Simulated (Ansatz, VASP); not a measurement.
# K in VASP and in Ansatz

Contents of INCAR:

```
PREC = Accurate
ENCUT = 520
EDIFF = 1E-7
ISMEAR = -1
SIGMA = 0.1
LREAL = False
LASPH = True
NELM = 60
ALGO = Normal
ISIF = 2
LWAVE = False
LCHARG = True
GGA = PS
LELF = True
LVHAR = True
NBANDS = 26
```

File KPOINTS:

```
Automatic mesh
0
Gamma
  9 9 3
```

File POSCAR:

```
K
1.0
    4.8341489769      0.0000000000      0.0000000000
   -2.4170744885      4.1864958197      0.0000000000
    0.0000000000      0.0000000000     15.7883305586
K
4
Direct
    0.0000000000      0.0000000000      0.0000000000
    0.0000000000      0.0000000000      0.5000000000
    0.3333333333      0.6666666667      0.2500000000
    0.6666666667      0.3333333333      0.7500000000
```

Input for Ansatz:

```yaml
crystal:
  lattice:
    - [4.8341489769, 0.0, 0.0]
    - [-2.4170744885, 4.1864958197, 0.0]
    - [0.0, 0.0, 15.7883305586]
  atoms:
    - { symbol: K, position: [0.0, 0.0, 0.0] }
    - { symbol: K, position: [0.0, 0.0, 0.5] }
    - { symbol: K, position: [0.3333333333, 0.6666666667, 0.25] }
    - { symbol: K, position: [0.6666666667, 0.3333333333, 0.75] }
hamiltonian:
  xc: pbesol
  pseudopotentials:
    kind: paw
    azcp:
      K: "pseudopotentials/K.paw.azcp"
basis:
  ecutwfc: 420
  fft_grid_basis: typed
kpoints:
  mp_grid: { grid: [9, 9, 3], shift: [0, 0, 0] }
magnetization:
  spin_polarized: false
scf:
  occupations: { method: fermi_dirac, width: 0.1 }
  lower_state_search: "off"
output:
  stress: true
```

Alike in both runs: task single point; functional PBEsol; k mesh 9 × 9 × 3; occupations fermi-dirac, width 0.1 eV; no spin polarisation.

|  | VASP | Ansatz |
| --- | --- | --- |
| version | VASP 6.6.1 | Ansatz 0.2.0 |
| potentials or method | VASP PAW PBE potentials, release 64 (K_sv), cutoff 520 eV | plane waves (420 eV) with PAW, scalar-relativistic |
| valence electrons in the cell | 36 | 36 |

```tsv
	VASP	Ansatz	Ansatz less VASP
pressure (GPa)	-0.3	-0.3	+0.01
```

VASP's potentials were made for PBE, not for PBEsol, and Ansatz warns of the same on its side. The functional is the same, so the differences come from potentials, cutoffs and numerics.
